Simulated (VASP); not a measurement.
# Fe (P6_3/mmc) in VASP: notebook

The runs below take Fe through single point, relaxation of cell and atoms, with BLYP.

Program: VASP 6.6.1. These are calculated values, not measurements. Logs are shortened: lines on timing, memory, paths and dates and some standing lists are left out, and cuts for length are marked.

## (1) The cell of the first run

Symmetry: P6_3/mmc, No. 194, hexagonal system. The conventional cell has a = 2.544 Å, b = 2.544 Å, c = 4.471 Å, α = 90.00°, β = 90.00°, γ = 120.00°. Fe (site symmetry -6m2) has 12 Fe at 2.54 to 2.67 Å within 3.4 Å.

This isn't the form of Fe at room conditions, which is bcc.

## (2) Single point, BLYP, collinear spin, ferromagnetic start

Input file INCAR:

```
PREC = Accurate
ENCUT = 520
EDIFF = 1E-6
ISMEAR = -1
SIGMA = 0.05
LREAL = False
LASPH = True
NELM = 150
ALGO = Normal
ISIF = 2
LWAVE = False
LCHARG = False
ISPIN = 2
MAGMOM = 2.5 2.5
LORBIT = 11
LMAXMIX = 4
GGA = B5
ALDAX = 1.0
AGGAX = 1.0
AGGAC = 1.0
ALDAC = 0.0
NBANDS = 19
```

Input file KPOINTS:

```
Automatic mesh
0
Gamma
  14 14 8
```

Input file POSCAR:

```
Fe
1.0
    2.5440248236      0.0000000000      0.0000000000
   -1.2720124118      2.2031901251      0.0000000000
    0.0000000000      0.0000000000      4.4705013204
Fe
2
Direct
    0.3333333333      0.6666666667      0.2500000000
    0.6666666667      0.3333333333      0.7500000000
```

Potentials or basis: VASP PAW PBE potentials, release 64 (Fe).

The run is started by

```
$ cat potpaw_PBE.64/Fe/POTCAR > POTCAR
$ mpirun -np 1 vasp_std > vasp.out
```

OUTCAR:

```text
PREC = Accurate
   ENCUT = 520
   EDIFF = 1E-6
   ISMEAR = -1
   LREAL = False
   LASPH = True
   NELM = 150
   ISIF = 2
   ISPIN = 2
   LORBIT = 11
   GGA = B5

 ion  position               nearest neighbor table
   1  0.333  0.667  0.250-   2 2.67   2 2.67   2 2.67   2 2.67   2 2.67   2 2.67
   2  0.667  0.333  0.750-   1 2.67   1 2.67   1 2.67   1 2.67   1 2.67   1 2.67

  LATTYP: Found a hexagonal cell.
 ALAT       =     2.5440248236
 C/A-ratio  =     1.7572553848

  Lattice vectors:

 A1 = (   2.5440248236,   0.0000000000,   0.0000000000)
 A2 = (  -1.2720124118,   2.2031901251,   0.0000000000)
 A3 = (   0.0000000000,   0.0000000000,   4.4705013204)

Analysis of symmetry for initial positions (statically):
=====================================================================
 Subroutine PRICEL returns:
 Original cell was already a primitive cell.

 Routine SETGRP: Setting up the symmetry group for a
 hexagonal supercell.

 Subroutine GETGRP returns: Found 24 space group operations
 (whereof 12 operations were pure point group operations)
 out of a pool of 24 trial point group operations.

The static configuration has the point symmetry D_3d.
 The point group associated with its full space group is D_6h.

Analysis of symmetry for dynamics (positions and initial velocities):
=====================================================================
 Subroutine PRICEL returns:
 Original cell was already a primitive cell.

 Routine SETGRP: Setting up the symmetry group for a
 hexagonal supercell.

 Subroutine GETGRP returns: Found 24 space group operations
 (whereof 12 operations were pure point group operations)
 out of a pool of 24 trial point group operations.

The dynamic configuration has the point symmetry D_3d.
 The point group associated with its full space group is D_6h.

Analysis of structural, dynamic, and magnetic symmetry:
=====================================================================
 Subroutine PRICEL returns:
 Original cell was already a primitive cell.

 Routine SETGRP: Setting up the symmetry group for a
 hexagonal supercell.

 Subroutine GETGRP returns: Found 24 space group operations
 (whereof 12 operations were pure point group operations)
 out of a pool of 24 trial point group operations.

The overall configuration has the point symmetry D_3d.
 The point group associated with its full space group is D_6h.

 Subroutine INISYM returns: Found 24 space group operations
 (whereof 12 operations are pure point group operations),
 and found     1 'primitive' translations

----------------------------------------------------------------------------------------

                                     Primitive cell

  volume of cell :      25.0570

  direct lattice vectors                    reciprocal lattice vectors
     2.544024824  0.000000000  0.000000000     0.393077925  0.226943646  0.000000000
    -1.272012412  2.203190125  0.000000000     0.000000000  0.453887292  0.000000000
     0.000000000  0.000000000  4.470501320     0.000000000  0.000000000  0.223688559

  length of vectors
     2.544024824  2.544024824  4.470501320     0.453887292  0.453887292  0.223688559

  position of ions in fractional coordinates (direct lattice)
     0.333333333  0.666666667  0.250000000
     0.666666667  0.333333333  0.750000000

  ion indices of the primitive-cell ions
   primitive index   ion index
                 1           1
                 2           2

----------------------------------------------------------------------------------------

 KPOINTS: Automatic mesh

Automatic generation of k-mesh.
 Grid dimensions read from file:
 generate k-points for:   14   14    8

 Generating k-lattice:

  Cartesian coordinates                     Fractional coordinates (reciprocal lattice)
     0.028076995  0.016210260  0.000000000     0.071428571  0.000000000  0.000000000
     0.000000000  0.032420521  0.000000000     0.000000000  0.071428571  0.000000000
     0.000000000  0.000000000  0.027961070     0.000000000  0.000000000  0.125000000

  Length of vectors
     0.032420521  0.032420521  0.027961070

  Shift w.r.t. Gamma in fractional coordinates (k-lattice)
     0.000000000  0.000000000  0.000000000

 Subroutine IBZKPT returns following result:
 ===========================================

 Found    120 irreducible k-points:

 Following reciprocal coordinates:
            Coordinates               Weight
  0.000000  0.000000  0.000000      1.000000
  0.071429  0.000000  0.000000      6.000000
  0.142857  0.000000  0.000000      6.000000
  0.214286  0.000000  0.000000      6.000000
  0.285714  0.000000  0.000000      6.000000
  0.357143  0.000000  0.000000      6.000000
[... 16 lines left out ...]
  0.285714  0.285714  0.000000      6.000000
  0.357143  0.285714  0.000000      6.000000
 [... further k-points ...]
   k-points           NKPTS =    120   k-points in BZ     NKDIM =    120   number of bands    NBANDS=     19
   number of dos      NEDOS =    301   number of ions     NIONS =      2
   total plane-waves  NPLWV =  14400
   dimension x,y,z NGX =    20 NGY =   20 NGZ =   36
   dimension x,y,z NGXF=    40 NGYF=   40 NGZF=   72
   ions per type =               2
   NGX,Y,Z   is equivalent  to a cutoff of  13.07, 13.07, 13.39 a.u.
   NGXF,Y,Z  is equivalent  to a cutoff of  26.14, 26.14, 26.77 a.u.
 SYSTEM =  unknown system
   PREC   = accura    normal or accurate (medium, high low for compatibility)
   ISTART =      0    job   : 0-new  1-cont  2-samecut
   ICHARG =      2    charge: 1-file 2-atom 10-const
   ISPIN  =      2    spin polarized calculation?
   LNONCOLLINEAR =      F non collinear calculations
   LSORBIT =      F    spin-orbit coupling
   LASPH  =      T    aspherical Exc in radial PAW
   ENCUT  =  520.0 eV  38.22 Ry    6.18 a.u.   4.73  4.73  8.31*2*pi/ulx,y,z
   NELM   =    150;   NELMIN=  2; NELMDL= -5     # of ELM steps
   EDIFF  = 0.1E-05   stopping-criterion for ELM
   LREAL  =      F    real-space projection
   EDIFFG = 0.1E-04   stopping-criterion for IOM
   NSW    =      0    number of steps for IOM
   IBRION =     -1    ionic relax: 0-MD 1-quasi-New 2-CG
   NFREE  =      0    steps in history (QN), initial steepest desc. (CG)
   ISIF   =      2    stress and relaxation
   ISYM   =      2    0-nonsym 1-usesym 2-fastsym
   POTIM  = 0.5000    time-step for ionic-motion
   TEBEG  =    0.0;   TEEND  =   0.0 temperature during run
   PSTRESS=    0.0 pullay stress
   NELECT =      16.0000    total number of electrons
   NUPDOWN=      -1.0000    fix difference up-down
   EMIN   =  10.00;   EMAX   =-10.00  energy-range for DOS
   EFERMI =   0.00;   METHOD = LEGACY
   ISMEAR =    -1;   SIGMA  =   0.05  broadening in eV -4-tet -1-fermi 0-gaus
   EFERMI_NEDOS =   21; number of points for ismear=-14 and -15
   IALGO  =     38    algorithm
   IMIX   =      4    mixing-type and parameters
     AMIX     =   0.40;   BMIX     =  1.00
     AMIX_MAG =   1.60;   BMIX_MAG =  1.00
  volume/ion in A,a.u.               =      12.53        84.55
  Fermi-wavevector in a.u.,A,eV,Ry     =   1.409738  2.664018 27.039679  1.987360
  Thomas-Fermi vector in A             =   2.531763
   LORBIT       =     11    0 simple, 1 ext, 2 COOP (PROOUT), +10 PAW based schemes
   GGA     = B5    functional components
   LHFCALC =     F    Hartree Fock is set to
   AEXX    =    0.0000 exact exchange contribution
   IVDW    =     0    specifies the selected vdW correction
   LEPSILON=     F    determine dielectric tensor
   LRPA    =     F    only Hartree local field effects (RPA)
 spin polarized calculation
  energy-cutoff  :      520.00
  volume of cell :       25.06
 maximum number of plane-waves:       693
 NGX is ok and might be reduce to    20
   NGX =  9   NGY =  9   NGZ = 17

 number of electron      16.0000002 magnetization       5.0850916

 Free energy of the ion-electron system (eV)
  ---------------------------------------------------
  ext. energy  EPLUGINS =         0.00000000
  ---------------------------------------------------
  free energy    TOTEN  =       -14.04297243 eV

  energy without entropy =      -14.02341391  energy(sigma->0) =      -14.03319317

 E-fermi :   5.5805     XC(G=0): -11.9485

 val. band max:        5.5720422334   @ k =   0.2143   0.0000   0.2500
 cond. band min:       5.5862538146   @ k =   0.2857   0.2143   0.0000
 fundamental gap:      0.0142115812
 Fermi energy:         5.5805464011

 spin component 1

 k-point     1 :       0.0000    0.0000    0.0000
  band No.  band energies     occupation
      1      -2.4064      1.00000
      2       0.9204      1.00000
      3       3.0172      1.00000
      4       3.3413      1.00000
      5       3.3413      1.00000
      6       3.5481      1.00000
[... 11 lines left out ...]
     18      29.6413      0.00000
     19      30.8854      0.00000

 k-point     2 :       0.0714    0.0000    0.0000
  band No.  band energies     occupation
      1      -2.2324      1.00000
      2       1.0427      1.00000
      3       3.0122      1.00000
      4       3.3323      1.00000
      5       3.4267      1.00000
      6       3.5004      1.00000
[... 11 lines left out ...]
     18      30.4517      0.00000
     19      31.5499      0.00000

 k-point     3 :       0.1429    0.0000    0.0000
  band No.  band energies     occupation
      1      -1.7250      1.00000
      2       1.3659      1.00000
      3       2.9187      1.00000
      4       3.1824      1.00000
      5       3.2963      1.00000
      6       3.5071      1.00000
[... 434 lines left out ...]
      1       1.7878      1.00000
      2       2.1261      1.00000
      3       2.3460      1.00000
      4       2.4602      1.00000
      5       2.8984      1.00000
      6       3.1232      1.00000
[... 11 lines left out ...]
     18      20.2632      0.00000
     19      21.0175      0.00000

 k-point    24 :       0.3571    0.2857    0.0000
  band No.  band energies     occupation
      1       1.8043      1.00000
      2       2.2469      1.00000
      3       2.2540      1.00000
      4       2.5950      1.00000
      5       2.9413      1.00000
      6       2.9868      1.00000
[... 11 lines left out ...]
     18      19.8932      0.00000
     19      20.5964      0.00000

 [... further k-points ...]

 spin component 2

 k-point     1 :       0.0000    0.0000    0.0000
  band No.  band energies     occupation
      1      -2.1663      1.00000
      2       2.0659      1.00000
      3       4.9713      0.99999
      4       5.1795      0.99967
      5       5.6222      0.30309
      6       5.6222      0.30309
[... 11 lines left out ...]
     18      30.4228      0.00000
     19      31.5428      0.00000

 k-point     2 :       0.0714    0.0000    0.0000
  band No.  band energies     occupation
      1      -1.9914      1.00000
      2       2.2063      1.00000
      3       4.9678      1.00000
      4       4.9908      0.99999
      5       5.5716      0.54472
      6       5.7185      0.05959
[... 11 lines left out ...]
     18      30.5747      0.00000
     19      31.9567      0.00000

 k-point     3 :       0.1429    0.0000    0.0000
  band No.  band energies     occupation
      1      -1.4787      1.00000
      2       2.5915      1.00000
      3       4.5420      1.00000
      4       4.9509      1.00000
      5       5.4807      0.88044
      6       5.7115      0.06787
[... 434 lines left out ...]
      1       3.4492      1.00000
      2       3.8191      1.00000
      3       3.8877      1.00000
      4       3.9595      1.00000
      5       5.2579      0.99843
      6       5.4750      0.89194
[... 11 lines left out ...]
     18      21.0944      0.00000
     19      21.7490      0.00000

 k-point    24 :       0.3571    0.2857    0.0000
  band No.  band energies     occupation
      1       3.6943      1.00000
      2       3.8477      1.00000
      3       3.8769      1.00000
      4       4.0128      1.00000
      5       5.2931      0.99683
      6       5.2939      0.99677
[... 11 lines left out ...]
     18      20.5974      0.00000
     19      21.3556      0.00000

 [... further k-points ...]

------------------------ aborting loop because EDIFF is reached ----------------------------------------

  FORCE on cell =-STRESS in cart. coord.  units (eV):
  Direction    XX          YY          ZZ          XY          YZ          ZX
  --------------------------------------------------------------------------------------
  -------------------------------------------------------------------------------------
  Total        0.0215769      0.0215769      0.0356397      0.0000000      0.0000000      0.0000000
  in kB        1.3796541      1.3796541      2.2788453      0.0000000      0.0000000      0.0000000
  external PRESSURE =       1.6793845 kB  Pullay stress =       0.0000000 kB

 VOLUME and BASIS-vectors are now :
 -----------------------------------------------------------------------------
  energy-cutoff  :      520.00
  volume of cell :       25.06
      direct lattice vectors                 reciprocal lattice vectors
     2.544024824  0.000000000  0.000000000     0.393077925  0.226943646  0.000000000
    -1.272012412  2.203190125  0.000000000     0.000000000  0.453887292  0.000000000
     0.000000000  0.000000000  4.470501320     0.000000000  0.000000000  0.223688559

 POSITION                                       TOTAL-FORCE (eV/Angst)
 -----------------------------------------------------------------------------------
     -0.00000      1.46879      1.11763        -0.000000      0.000000      0.000000
      1.27201      0.73440      3.35288         0.000000     -0.000000      0.000000
 -----------------------------------------------------------------------------------
    total drift:                               -0.000000      0.000000     -0.000000

  FREE ENERGIE OF THE ION-ELECTRON SYSTEM (eV)
  ---------------------------------------------------
  free  energy   TOTEN  =       -14.0429724336 eV

  energy  without entropy=      -14.0234139130  energy(sigma->0) =      -14.03319317

 total charge

# of ion       s       p       d       tot
------------------------------------------
    1        0.459   0.439   6.246   7.145
    2        0.459   0.439   6.246   7.145
--------------------------------------------------
tot          0.919   0.879  12.492  14.290

 magnetization (x)

# of ion       s       p       d       tot
------------------------------------------
    1       -0.018  -0.034   2.584   2.532
    2       -0.018  -0.034   2.584   2.532
--------------------------------------------------
tot         -0.035  -0.069   5.168   5.065
```

Wall time 2.2 min (1 thread of Intel Xeon 8259CL, shared host); peak memory 0.21 GiB.

What came out:

* Free energy: -14.0430 eV
* Pressure: 0.2 GPa
* Net moment: 5.09 μB per cell
* Site moments: Fe +2.53 μB
* Valence electrons inside the program's atomic spheres: Fe 7.14

Levels at points of the mesh, in eV from the Fermi level:
Spin up:
```csv
k point,band 6,band 7,band 8,band 9,band 10,band 11,band 12,band 13,band 14,band 15
"(0.00, 0.00, 0.00)",-2.03,-2.03,-1.51,-1.51,-0.75,-0.75,-0.57,4.82,21.12,21.69
"(0.50, 0.00, 0.00)",-1.96,-1.83,-0.68,-0.28,-0.20,1.61,3.46,8.57,9.03,11.58
"(0.00, 0.00, 0.50)",-2.25,-2.25,-2.25,-1.01,-1.01,-1.01,-1.01,11.98,11.98,22.25
"(0.50, 0.00, 0.50)",-1.52,-0.77,-0.77,-0.23,-0.23,1.76,1.76,6.92,6.92,16.74
```
Spin down:
| k point | band 3 | band 4 | band 5 | band 6 | band 7 | band 8 | band 9 | band 10 |
| --- | --- | --- | --- | --- | --- | --- | --- | --- |
| (0.00, 0.00, 0.00) | -0.61 | -0.40 | 0.04 | 0.04 | 0.30 | 0.30 | 1.28 | 1.28 |
| (0.50, 0.00, 0.00) | -2.15 | -0.80 | -0.22 | -0.05 | 0.37 | 2.26 | 2.33 | 2.43 |
| (0.00, 0.00, 0.50) | -1.02 | -1.02 | 0.07 | 0.07 | 0.07 | 0.07 | 1.84 | 1.84 |
| (0.50, 0.00, 0.50) | -1.55 | -1.55 | 0.97 | 0.97 | 1.22 | 1.22 | 2.38 | 2.38 |

Caveat: the PAW data sets were made with another functional, which shifts forces and pressure a little.

(Part 1 of 2 ends here.)
